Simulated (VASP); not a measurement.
Crystal: GaSn4S3.

```
CELL_PARAMETERS angstrom
4.12000 0.00000 0.00000
0.00000 4.12000 0.00000
0.00000 0.00000 11.32000
ATOMIC_POSITIONS crystal
Ga 0.50000 0.50000 0.00000
Sn 0.50000 0.50000 0.25000
Sn 0.50000 0.50000 0.75000
Sn 0.00000 0.00000 0.00000
Sn 0.00000 0.00000 0.50000
S 0.50000 0.50000 0.50000
S 0.00000 0.00000 0.75000
S 0.00000 0.00000 0.25000
```

| Item | Value |
| --- | --- |
| Program | VASP 6.6.1 |
| Task | relaxation of cell and atoms |
| Functional | PBE |
| Potentials or basis | VASP PAW PBE potentials, release 64 (Ga_d, Sn_d, S) |
| Cutoff | 600 eV |
| k mesh | 4 × 4 × 2 |
| Occupations | gaussian, width 0.2 eV |
| Spin | no spin polarisation |

At the start: pressure 1.6 GPa; volume 24.02 Å³/atom.

**Question.** How do energy, volume and symmetry change on relaxing?

**Answer.** Over 7 steps the energy falls by 9.0 meV/atom and the volume is 24.66 Å³/atom (+2.7 %); space group P4/mmm (No. 123, to 0.1 Å) before and after.

The path:
```
step  energy change (eV)  largest force (eV/Å)  pressure (GPa)  volume (Å³)
   1              0.0000                0.1363            1.63       192.15
   2             -0.0628                0.1372           -0.38       199.00
   3             -0.0633                0.1354           -0.22       198.37
   4             -0.0664                0.1264           -0.04       197.60
   5             -0.0676                0.1195            0.21       196.60
   6             -0.0700                0.0870            0.10       196.87
   7             -0.0719                0.0439            0.01       197.25
```

Final structure:
```yaml
crystal:
  lattice:
    - [4.11130, 0.00000, 0.00000]
    - [0.00000, 4.11130, 0.00000]
    - [0.00000, 0.00000, 11.66998]
  atoms:
    - { symbol: Ga, position: [0.50000, 0.50000, 0.00000] }
    - { symbol: Sn, position: [0.50000, 0.50000, 0.25109] }
    - { symbol: Sn, position: [0.50000, 0.50000, 0.74891] }
    - { symbol: Sn, position: [0.00000, 0.00000, 0.00000] }
    - { symbol: Sn, position: [0.00000, 0.00000, 0.50000] }
    - { symbol: S, position: [0.50000, 0.50000, 0.50000] }
    - { symbol: S, position: [0.00000, 0.00000, 0.74593] }
    - { symbol: S, position: [0.00000, 0.00000, 0.25407] }
```

Caveat: the k points lie up to 0.38 Å⁻¹ apart in the final cell, too coarse for converged energies and pressures of a metal; the relaxation stopped at a loose force limit of 0.08 eV/Å, so its end isn't a converged minimum.
